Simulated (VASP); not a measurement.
Here is a VASP 6.6.1 calculation.

Contents of INCAR:

```
SYSTEM = Ge
PREC = Accurate ; ENCUT = 410
EDIFF = 1E-6 ; ISMEAR = 0
SIGMA = 0.1 ; LREAL = .False.
LASPH = .True. ; NELM = 120
ALGO = Normal ; ISIF = 2
LWAVE = .False. ; LCHARG = .False.
LDIPOL = .True. ; IDIPOL = 3
DIPOL = 0.5 0.5 0.423 ; GGA = PE
IVDW = 12 ; NBANDS = 126
GGA_COMPAT = .False. ; NELMDL = -8
```

Contents of KPOINTS:

```
Automatic mesh
0
Gamma
  3 3 1
  0 0 0
```

Contents of POSCAR:

```
Ge
1.0
    8.0601468051      0.0000000000      0.0000000000
   -4.0300734025      6.9802918914      0.0000000000
    0.0000000000      0.0000000000     23.9214764426
Ge
16
Direct
    0.6666666667      0.3333333333      0.3344275183
    0.6666666667      0.8333333333      0.3344275183
    0.1666666667      0.3333333333      0.3344275183
    0.1666666667      0.8333333333      0.3344275183
    0.5000000000      0.5000000000      0.3688165030
    0.5000000000      0.0000000000      0.3688165030
    0.0000000000      0.5000000000      0.3688165030
    0.0000000000      0.0000000000      0.3688165030
    0.0063540372      0.4935218907      0.4768548815
   -0.0049962788     -0.0139626385      0.4765812209
    0.5119829554      0.5022713765      0.4775042594
    0.5117448288     -0.0116564569      0.4774953806
    0.8415733367      0.6582671316      0.5137453125
    0.8425672181      0.1629265908      0.5123436310
    0.3366390043      0.6578109746      0.5124981389
    0.3378237124      0.1584215659      0.5002865884
```

Potentials or basis: VASP PAW PBE potentials, release 64 (Ge_d).

The run is started by

```console
$ cat potpaw_PBE.64/Ge_d/POTCAR > POTCAR
$ mpirun -np 1 vasp_std > vasp.out
```

Q: Predict the dispersion energy per atom.

A: -0.215 eV.

Q: Predict the band gap on the k mesh.

A: Zero (bands 112 and 113 overlap by 0.13 eV).

Forces on the atoms (eV/Å):
```
Ge   0.013 -0.009  0.151
Ge   0.011 -0.010  0.016
Ge   0.019 -0.009  0.156
Ge   0.016 -0.011  0.149
Ge  -0.017  0.027 -0.120
Ge   0.007 -0.003 -0.123
Ge  -0.011  0.008 -0.149
Ge  -0.031  0.006 -0.192
Ge   0.000 -0.001  0.008
Ge   0.170  0.093  0.083
Ge  -0.005 -0.186  0.029
Ge  -0.156  0.083  0.038
Ge  -0.007 -0.030 -0.050
Ge  -0.037  0.016 -0.028
Ge   0.000  0.001 -0.048
Ge   0.027  0.025  0.079
```
